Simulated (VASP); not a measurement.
# Sr2CuO3 (Immm) in VASP: single point with LDA

Aim: the single point of Sr2CuO3 with LDA.

All numbers are computed with VASP 6.6.1; they aren't measurements. Logs are shortened: lines on timing, memory, paths and dates and some standing lists are left out, and cuts for length are marked.

### 1 The cell of the first run

The structure is orthorhombic, space group Immm (No. 71). Conventional cell: a = 3.499 Å, b = 3.914 Å, c = 12.709 Å, α = 90.00°, β = 90.00°, γ = 90.00°. Within 3.3 Å of Sr (site symmetry mm2) lie 7 O at 2.52 to 2.63 Å and 4 Cu at 3.23 Å. Cu (site symmetry mmm) has 4 O at 1.96 Å within 2.6 Å. Within 2.6 Å of O (site symmetry mm2) lie 1 Cu at 1.96 Å and 1 Sr at 2.52 Å. Within 2.6 Å of O (site symmetry mmm) lie 2 Cu at 1.96 Å and 4 Sr at 2.57 Å.

### 2 Single point, LDA

INCAR reads:

```
SYSTEM = Sr2CuO3
ALGO     = Normal         ! electronic algorithm
EDIFF    = 1E-6           ! SCF threshold, eV
ENCUT    = 520            ! plane-wave cutoff, eV
ISIF     = 2              ! what is computed and relaxed
ISMEAR   = 0              ! smearing method
ISYM     = 0            
LASPH    = .True.         ! aspherical terms in the spheres
LCHARG   = .False.        ! write CHGCAR
LREAL    = .False.        ! projectors in reciprocal space
LWAVE    = .False.        ! write WAVECAR
NBANDS   = 61             ! bands
NELM     = 100            ! most SCF steps
PREC     = Accurate       ! precision mode
SIGMA    = 0.02           ! smearing width, eV
```

KPOINTS reads:

```
k-points
0
Gamma
  8 4 4
  0 0 0
```

POSCAR reads:

```
Sr2CuO3
1.0
    3.4990000000      0.0000000000      0.0000000000
    0.0000000000      7.8280000000      0.0000000000
    1.7495000000      1.9570000000      6.3545000000
Sr Cu O
4 2 6
Direct
    0.3524000000      0.4262000000      0.2952000000
    0.3524000000      0.9262000000      0.2952000000
    0.6476000000      0.0738000000      0.7048000000
    0.6476000000      0.5738000000      0.7048000000
    0.0000000000      0.2500000000      0.0000000000
    0.0000000000      0.7500000000      0.0000000000
    0.1540000000      0.3270000000      0.6920000000
    0.1540000000      0.8270000000      0.6920000000
    0.8460000000      0.1730000000      0.3080000000
    0.8460000000      0.6730000000      0.3080000000
    0.0000000000      0.0000000000      0.0000000000
    0.0000000000      0.5000000000      0.0000000000
```

Potentials or basis: VASP PAW LDA potentials, release 64 (Sr_sv, Cu, O).

On the command line:

```console
$ cat potpaw_LDA.64/Sr_sv/POTCAR potpaw_LDA.64/Cu/POTCAR potpaw_LDA.64/O/POTCAR > POTCAR
$ mpirun -np 1 vasp_std > vasp.out
```

OUTCAR:

```text
SYSTEM = Sr2CuO3
   EDIFF = 1E-6
   ENCUT = 520
   ISIF = 2
   ISMEAR = 0
   ISYM = 0
   LASPH = .True.
   LREAL = .False.
   NELM = 100
   PREC = Accurate

 ion  position               nearest neighbor table
   1  0.352  0.426  0.295-   7 2.52  12 2.57  12 2.57  10 2.63   9 2.63   9 2.63  10 2.63   6 3.23
                             6 3.23   5 3.23   5 3.23   4 3.70   4 3.70   3 3.70   3 3.70   4 3.75
   2  0.352  0.926  0.295-   8 2.52  11 2.57  11 2.57  10 2.63   9 2.63   9 2.63  10 2.63   5 3.23
                             5 3.23   6 3.23   6 3.23   3 3.70   3 3.70   4 3.70   4 3.70   3 3.75
   3  0.648  0.074  0.705-   9 2.52  11 2.57  11 2.57   8 2.63   7 2.63   8 2.63   7 2.63   6 3.23
                             6 3.23   5 3.23   5 3.23   2 3.70   2 3.70   1 3.70   1 3.70   2 3.75
   4  0.648  0.574  0.705-  10 2.52  12 2.57  12 2.57   8 2.63   7 2.63   8 2.63   7 2.63   5 3.23
                             5 3.23   6 3.23   6 3.23   1 3.70   1 3.70   2 3.70   2 3.70   1 3.75
   5  0.000  0.250  0.000-  11 1.96  12 1.96   7 1.96   9 1.96   4 3.23   2 3.23   4 3.23   2 3.23
                             1 3.23   3 3.23   3 3.23   1 3.23
   6  0.000  0.750  0.000-  11 1.96  12 1.96   8 1.96  10 1.96   3 3.23   1 3.23   3 3.23   1 3.23
                             4 3.23   2 3.23   2 3.23   4 3.23
   7  0.154  0.327  0.692-   5 1.96   1 2.52   4 2.63   3 2.63   3 2.63   4 2.63
   8  0.154  0.827  0.692-   6 1.96   2 2.52   4 2.63   3 2.63   3 2.63   4 2.63
   9  0.846  0.173  0.308-   5 1.96   3 2.52   1 2.63   2 2.63   1 2.63   2 2.63
  10  0.846  0.673  0.308-   6 1.96   4 2.52   1 2.63   2 2.63   1 2.63   2 2.63
  11  0.000  0.000  0.000-   5 1.96   6 1.96   3 2.57   2 2.57   3 2.57   2 2.57
  12  0.000  0.500  0.000-   5 1.96   6 1.96   4 2.57   1 2.57   4 2.57   1 2.57

IMPORTANT INFORMATION: All symmetrisations will be switched off!
NOSYMM: (Re-)initialisation of all symmetry stuff for point group C_1.

----------------------------------------------------------------------------------------

                                     Primitive cell

  volume of cell :     174.0508

  direct lattice vectors                    reciprocal lattice vectors
     3.499000000  0.000000000  0.000000000     0.285795942  0.000000000 -0.078684397
     0.000000000  7.828000000  0.000000000     0.000000000  0.127746551 -0.039342198
     1.749500000  1.957000000  6.354500000     0.000000000  0.000000000  0.157368794

  length of vectors
     3.499000000  7.828000000  6.875337774     0.296429679  0.133667460  0.157368794

  position of ions in fractional coordinates (direct lattice)
     0.352400000  0.426200000  0.295200000
     0.352400000  0.926200000  0.295200000
     0.647600000  0.073800000  0.704800000
     0.647600000  0.573800000  0.704800000
     0.000000000  0.250000000  0.000000000
     0.000000000  0.750000000  0.000000000
     0.154000000  0.327000000  0.692000000
     0.154000000  0.827000000  0.692000000
     0.846000000  0.173000000  0.308000000
     0.846000000  0.673000000  0.308000000
     0.000000000  0.000000000  0.000000000
     0.000000000  0.500000000  0.000000000

  ion indices of the primitive-cell ions
   primitive index   ion index
                 1           1
                 2           2
                 3           3
                 4           4
                 5           5
                 6           6
                 7           7
                 8           8
                 9           9
                10          10
                11          11
                12          12

----------------------------------------------------------------------------------------

 KPOINTS: k-points

Automatic generation of k-mesh.
 Grid dimensions read from file:
 generate k-points for:    8    4    4

 Generating k-lattice:

  Cartesian coordinates                     Fractional coordinates (reciprocal lattice)
     0.035724493  0.000000000 -0.009835550     0.125000000  0.000000000 -0.000000000
     0.000000000  0.031936638 -0.009835550     0.000000000  0.250000000  0.000000000
     0.000000000  0.000000000  0.039342198     0.000000000  0.000000000  0.250000000

  Length of vectors
     0.037053710  0.033416865  0.039342198

  Shift w.r.t. Gamma in fractional coordinates (k-lattice)
     0.000000000  0.000000000  0.000000000

[... 11 lines left out ...]
|                                                                             |
|        The reciprocal lattice is base-centered monoclinic,                  |
|        whereas your k-lattice is triclinic.                                 |
|                                                                             |
|     Results are often still useful ...                                      |
|                                                                             |
 -----------------------------------------------------------------------------

 WARNING: IBZKPT: internal override: KBLOWUP is changed to .FALSE.
      ... skipping the blow-up phase ...

 Subroutine IBZKPT returns following result:
 ===========================================

 Found     68 irreducible k-points:

 Following reciprocal coordinates:
            Coordinates               Weight
  0.000000  0.000000  0.000000      1.000000
  0.125000  0.000000  0.000000      2.000000
  0.250000  0.000000  0.000000      2.000000
  0.375000  0.000000  0.000000      2.000000
  0.500000  0.000000  0.000000      1.000000
  0.000000  0.250000 -0.000000      2.000000
[... 16 lines left out ...]
  0.500000  0.000000  0.250000      2.000000
 -0.375000  0.000000  0.250000      2.000000
 [... further k-points ...]
   k-points           NKPTS =     68   k-points in BZ     NKDIM =     68   number of bands    NBANDS=     61
   number of dos      NEDOS =    301   number of ions     NIONS =     12
   total plane-waves  NPLWV =  90720
   dimension x,y,z NGX =    28 NGY =   60 NGZ =   54
   dimension x,y,z NGXF=    56 NGYF=  120 NGZF=  108
   ions per type =               4   2   6
   NGX,Y,Z   is equivalent  to a cutoff of  13.30, 12.74, 13.06 a.u.
   NGXF,Y,Z  is equivalent  to a cutoff of  26.61, 25.48, 26.11 a.u.
 SYSTEM =  Sr2CuO3
   PREC   = accura    normal or accurate (medium, high low for compatibility)
   ISTART =      0    job   : 0-new  1-cont  2-samecut
   ICHARG =      2    charge: 1-file 2-atom 10-const
   ISPIN  =      1    spin polarized calculation?
   LNONCOLLINEAR =      F non collinear calculations
   LSORBIT =      F    spin-orbit coupling
   LASPH  =      T    aspherical Exc in radial PAW
   ENCUT  =  520.0 eV  38.22 Ry    6.18 a.u.   6.51 14.55 12.78*2*pi/ulx,y,z
   NELM   =    100;   NELMIN=  2; NELMDL= -5     # of ELM steps
   EDIFF  = 0.1E-05   stopping-criterion for ELM
   LREAL  =      F    real-space projection
   EDIFFG = 0.1E-04   stopping-criterion for IOM
   NSW    =      0    number of steps for IOM
   IBRION =     -1    ionic relax: 0-MD 1-quasi-New 2-CG
   NFREE  =      0    steps in history (QN), initial steepest desc. (CG)
   ISIF   =      2    stress and relaxation
   ISYM   =      0    0-nonsym 1-usesym 2-fastsym
   POTIM  = 0.5000    time-step for ionic-motion
   TEBEG  =    0.0;   TEEND  =   0.0 temperature during run
   PSTRESS=    0.0 pullay stress
   NELECT =      98.0000    total number of electrons
   NUPDOWN=      -1.0000    fix difference up-down
   EMIN   =  10.00;   EMAX   =-10.00  energy-range for DOS
   EFERMI =   0.00;   METHOD = LEGACY
   ISMEAR =     0;   SIGMA  =   0.02  broadening in eV -4-tet -1-fermi 0-gaus
   EFERMI_NEDOS =   21; number of points for ismear=-14 and -15
   IALGO  =     38    algorithm
   IMIX   =      4    mixing-type and parameters
     AMIX     =   0.40;   BMIX     =  1.00
     AMIX_MAG =   1.60;   BMIX_MAG =  1.00
  volume/ion in A,a.u.               =      14.50        97.88
  Fermi-wavevector in a.u.,A,eV,Ry     =   1.351838  2.554604 24.864202  1.827467
  Thomas-Fermi vector in A             =   2.479227
   LORBIT       =      0    0 simple, 1 ext, 2 COOP (PROOUT), +10 PAW based schemes
   GGA     = CA    functional components
   LHFCALC =     F    Hartree Fock is set to
   AEXX    =    0.0000 exact exchange contribution
   IVDW    =     0    specifies the selected vdW correction
   LEPSILON=     F    determine dielectric tensor
   LRPA    =     F    only Hartree local field effects (RPA)
 non-spin polarized calculation
 Gauss-broadening in eV      SIGMA  =   0.02
  energy-cutoff  :      520.00
  volume of cell :      174.05
 maximum number of plane-waves:      4716
 NGX is ok and might be reduce to    28
   NGX = 13   NGY = 29   NGZ = 25

 number of electron      98.0000016 magnetization

 Free energy of the ion-electron system (eV)
  ---------------------------------------------------
  ext. energy  EPLUGINS =         0.00000000
  ---------------------------------------------------
  free energy    TOTEN  =       -77.76514199 eV

  energy without entropy =      -77.76275650  energy(sigma->0) =      -77.76394925

 E-fermi :   3.5704     XC(G=0): -11.0407

 val. band max:        3.5692301534   @ k =   0.3750   0.5000   0.2500
 cond. band min:       3.5733992473   @ k =   0.0000   0.5000   0.5000
 fundamental gap:      0.0041690938
 Fermi energy:         3.5704399544

 k-point     1 :       0.0000    0.0000    0.0000
  band No.  band energies     occupation
      1     -29.9875      2.00000
      2     -29.9227      2.00000
      3     -29.9029      2.00000
      4     -29.8866      2.00000
      5     -14.6226      2.00000
      6     -14.5359      2.00000
[... 1525 lines left out ...]
     60      10.2657      0.00000
     61      10.3915      0.00000

 [... further k-points ...]
[... 5 lines left out ...]
  --------------------------------------------------------------------------------------
  -------------------------------------------------------------------------------------
  Total       -4.5830885     -6.4015443     -8.4312215      0.0002481      0.0004696      0.0022767
  in kB      -42.1883642    -58.9276602    -77.6112968      0.0022834      0.0043227      0.0209577
  external PRESSURE =     -59.5757737 kB  Pullay stress =       0.0000000 kB

 VOLUME and BASIS-vectors are now :
 -----------------------------------------------------------------------------
  energy-cutoff  :      520.00
  volume of cell :      174.05
      direct lattice vectors                 reciprocal lattice vectors
     3.499000000  0.000000000  0.000000000     0.285795942  0.000000000 -0.078684397
     0.000000000  7.828000000  0.000000000     0.000000000  0.127746551 -0.039342198
     1.749500000  1.957000000  6.354500000     0.000000000  0.000000000  0.157368794

 POSITION                                       TOTAL-FORCE (eV/Angst)
 -----------------------------------------------------------------------------------
      1.74950      3.91400      1.87585        -0.000422     -0.000558     -0.179173
      1.74950      7.82800      1.87585        -0.000425      0.000540     -0.179361
      3.49900      1.95700      4.47865         0.000424      0.000561      0.179192
      3.49900      5.87100      4.47865         0.000424     -0.000535      0.179345
      0.00000      1.95700      0.00000        -0.000001      0.000012     -0.000001
      0.00000      5.87100      0.00000        -0.000000     -0.000006     -0.000000
      1.74950      3.91400      4.39731         0.000929      0.000150      0.141614
      1.74950      7.82800      4.39731         0.000930      0.000106      0.143373
      3.49900      1.95700      1.95719        -0.000929     -0.000132     -0.141612
      3.49900      5.87100      1.95719        -0.000928     -0.000106     -0.143376
      0.00000      0.00000      0.00000         0.000003     -0.002441     -0.000055
      0.00000      3.91400      0.00000        -0.000003      0.002410      0.000055
 -----------------------------------------------------------------------------------
    total drift:                                0.000001     -0.000028      0.000007

  FREE ENERGIE OF THE ION-ELECTRON SYSTEM (eV)
  ---------------------------------------------------
  free  energy   TOTEN  =       -77.7651419913 eV

  energy  without entropy=      -77.7627565005  energy(sigma->0) =      -77.76394925
```

Wall time 28 min (1 thread of AMD EPYC 7R13 (Zen 3), shared host); peak memory 0.6 GiB.

Results:

```yaml
Free_energy: -77.7651 eV
Pressure: -6.0 GPa
Largest_force: 0.179 eV/Å
Band_gap_on_the_k_mesh: zero (band 49 reaches 3.59 eV, above the bottom of band 50 at 3.46 eV)
```

Forces on the atoms (eV/Å):
```
Sr   0.000 -0.001 -0.179
Sr   0.000  0.001 -0.179
Sr   0.000  0.001  0.179
Sr   0.000 -0.001  0.179
Cu   0.000  0.000  0.000
Cu   0.000  0.000  0.000
O    0.001  0.000  0.142
O    0.001  0.000  0.143
O   -0.001  0.000 -0.142
O   -0.001  0.000 -0.143
O    0.000 -0.002  0.000
O    0.000  0.002  0.000
```

Caveat: semilocal functionals often make such compounds metallic where correlation or magnetic order opens a gap, which also shifts bond lengths. With open d or f shells a metallic result of LDA can be an artefact of self-interaction; +U or a hybrid may open a gap.
